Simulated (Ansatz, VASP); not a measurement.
**TiAl3: VASP beside Ansatz**

```
CELL_PARAMETERS angstrom
2.83968 0.00000 0.00000
0.00000 4.68126 0.00000
0.00000 0.00000 4.90074
ATOMIC_POSITIONS crystal
Ti 0.00000 0.50000 0.16592
Al 0.50000 0.50000 0.66727
Al 0.50000 0.00000 0.33091
Al 0.00000 0.00000 0.83590
```

Alike in both runs: task single point; functional r2SCAN; k mesh 14 × 10 × 10; occupations gaussian, width 0.1 eV; no spin polarisation.

|  | VASP | Ansatz |
| --- | --- | --- |
| version | VASP 6.6.1 | Ansatz 0.2.0 |
| potentials or method | VASP PAW PBE potentials, release 64 (Ti_sv, Al), cutoff 520 eV | scalar-relativistic, plane waves, PAW |
| valence electrons in the cell | 21 | 21 |

VASP gave:

| Quantity | Value |
| --- | --- |
| gap on the k mesh at the Fermi level (eV) | none |
| pressure (GPa) | -2.3 |
| traceless stress, the component that is largest in VASP (GPa) | -1.51 |
| rms of the force components (eV/Å) | 0.017 |

Task: Which values does Ansatz return?

Result: gap on the k mesh at the Fermi level (eV): none; pressure (GPa): -2.2; traceless stress, the component that is largest in VASP (GPa): -1.50; rms of the force components (eV/Å): 0.014.

VASP's potentials were made for PBE, not for r2SCAN. Atom by atom the forces differ by 0.005 eV/Å (rms over components). A gap of «none» marks a metal or a gap that the smearing closes. The functional is the same, so the differences come from potentials, cutoffs and numerics.
